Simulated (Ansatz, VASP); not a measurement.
B24HN23: VASP beside Ansatz

```
B H N
1.0
     3.74736   -2.16354   -6.63570
     3.74736   -2.16354    6.63570
    -7.49472   -4.32708    0.00000
B H N
24 1 23
Cartesian
  -0.0489 -7.2418 1.6387
  -3.8002 -5.0803 1.7387
  -1.2999 -5.0784 1.6323
  -1.2976 -5.0785 -4.9858
  -2.5484 -2.9154 1.6300
  1.2002 -5.0775 1.6159
  3.6985 -5.0767 1.6315
  -0.0496 -2.9143 1.6522
  2.4480 -2.9136 1.7377
  2.4492 -2.9135 -4.9920
  1.1994 -0.7520 1.7402
  4.9479 -2.9140 1.6784
  -2.4925 -5.5639 -1.8887
  -2.4137 -5.7535 4.9368
  -3.5652 -3.7048 -1.8946
  0.0728 -5.7359 -1.7729
  2.6009 -5.7885 -1.7671
  -1.1473 -3.5485 -1.7803
  1.3256 -3.5888 -1.6934
  1.3156 -3.5616 4.8719
  0.0539 -1.3861 -1.6835
  3.8043 -3.5425 -1.6950
  6.2810 -3.5092 -1.7549
  2.4817 -1.4538 -1.2180
  -4.2874 -5.3639 -0.3767
  0.0731 -7.1723 -1.7447
  -1.1095 -5.1126 4.8282
  -1.1765 -4.9879 -1.8113
  1.3396 -5.0444 -1.7547
  -2.4089 -2.8540 -1.8087
  0.0812 -2.8389 -1.6984
  3.8189 -5.0066 -1.7493
  2.5471 -2.8103 4.9038
  2.5523 -2.8567 -1.5720
  5.0111 -2.7329 -1.7911
  1.3024 -0.6896 -1.5693
  -2.5464 -5.7999 -4.9675
  -2.5486 -5.7986 1.6913
  -0.0493 -5.7987 1.6011
  -3.7968 -3.6375 1.6729
  -1.2986 -3.6358 1.6194
  2.4496 -5.7994 1.6112
  1.1999 -3.6356 -5.0191
  1.2001 -3.6353 1.6611
  3.6979 -3.6348 1.6842
  -0.0497 -1.4721 1.6782
  2.4437 -1.4747 1.8389
  6.1964 -3.6349 1.6465
```

Alike in both runs: task single point; functional PBE; k mesh 2 × 2 × 2; occupations gaussian, width 0.05 eV; collinear spin.

|  | VASP | Ansatz |
| --- | --- | --- |
| version | VASP 6.6.1 | Ansatz 0.2.0 |
| potentials or method | VASP PAW PBE potentials, release 64 (B, H, N), cutoff 520 eV | scalar-relativistic, plane waves, PAW |
| valence electrons in the cell | 188 | 188 |

VASP gave:

- gap on the k mesh at the Fermi level (eV): 3.22
- rms of the force components (eV/Å): 0.006

Question: Estimate Ansatz's values.

Answer: gap on the k mesh at the Fermi level (eV): 3.23; rms of the force components (eV/Å): 0.006.

Atom by atom the forces differ by 0.003 eV/Å (rms over components). Ansatz's warnings: stability check not made.

The k mesh is coarse, so the values compare programs but aren't converged.
